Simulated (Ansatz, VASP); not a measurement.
Two plane-wave programs on Rh

INCAR

```
SYSTEM = Rh
PREC = Accurate
ENCUT = 520
EDIFF = 1E-7
ISMEAR = 0
SIGMA = 0.15
LREAL = .False.
LASPH = .True.
NELM = 60
ALGO = Fast
ISIF = 2
LWAVE = .False.
LCHARG = .False.
NBANDS = 14
```

File KPOINTS:

```
regular mesh
0
Gamma
  22 22 22
  0 0 0
```

POSCAR

```
Rh
1.0
    0.0000000000      2.2287682826      1.4023410034
    2.2287682826      0.0000000000      1.4023410034
    2.2287682826      2.2287682826      0.0000000000
Rh
1
Direct
    0.0000000000      0.0000000000      0.0000000000
```

Input for Ansatz:

```yaml
crystal:
  lattice:
    - [0.0, 2.2287682826, 1.4023410034]
    - [2.2287682826, 0.0, 1.4023410034]
    - [2.2287682826, 2.2287682826, 0.0]
  atoms:
    - { symbol: Rh, position: [0.0, 0.0, 0.0] }
basis:
  ecutwfc: 420
kpoints:
  mp_grid: { grid: [22, 22, 22] }
hamiltonian:
  xc: lda
  pseudopotentials: { kind: paw, azcp: { folder: soft_1 } }
scf:
  occupations: { method: gaussian, width: 0.15 }
output:
  forces: true
  stress: true
  eigenvalues: true
```

Alike in both runs: task single point; functional LDA; k mesh 22 × 22 × 22; occupations gaussian, width 0.15 eV; no spin polarisation.

|  | VASP | Ansatz |
| --- | --- | --- |
| version | VASP 6.6.1 | Ansatz 0.2.0 |
| potentials or method | VASP PAW LDA potentials, release 64 (Rh_pv), cutoff 520 eV | scalar-relativistic, plane waves, PAW |
| valence electrons in the cell | 15 | 17 |

VASP gave:

- gap on the k mesh at the Fermi level (eV): none
- pressure (GPa): -7.4
- traceless stress, the component that is largest in VASP (GPa): -12.19

Question: Estimate Ansatz's values.

Answer: gap on the k mesh at the Fermi level (eV): none; pressure (GPa): -8.1; traceless stress, the component that is largest in VASP (GPa): -12.33.

Ansatz warns that its potentials were made for another functional, while VASP's fit it. LDA's correlation is that of Perdew and Zunger in VASP and of Perdew and Wang (1992) in Ansatz. A gap of «none» marks a metal or a gap that the smearing closes. VASP's potentials hold 15 valence electrons a cell and Ansatz's 17, so a difference there can come from the potentials and not from the codes.
